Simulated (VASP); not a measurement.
Crystal: Pt.

```
Pt
1.0
     0.00000    2.01608    2.01608
     2.01608    0.00000    2.01608
     2.01608    2.01608    0.00000
Pt
1
Cartesian
  0.0000 0.0000 0.0000
```

Base run:

- Program: VASP 6.6.1
- Functional: PBEsol
- Potentials or basis: VASP PAW PBE potentials, release 64 (Pt)
- Cutoff: 520 eV
- k mesh: 22 × 22 × 22
- Occupations: gaussian, width 0.15 eV
- Spin: collinear spin, ferromagnetic start
- Starting moments: [0.1] μB
- Fixed moment: 0.1 μB

Its results: pressure -19.9 GPa; site moments Pt +0.10 μB.

The run is repeated on the same cell with these changes: fixed moment from 0.1 μB to 0.5 μB; moments at the start from [0.1] to [0.5]. What comes out?

Pressure -18.9 GPa; site moments Pt +0.50 μB.

Caveats: the PAW data sets were made with another functional, which shifts forces and pressure a little; the total moment is fixed, so each spin has its own Fermi level.
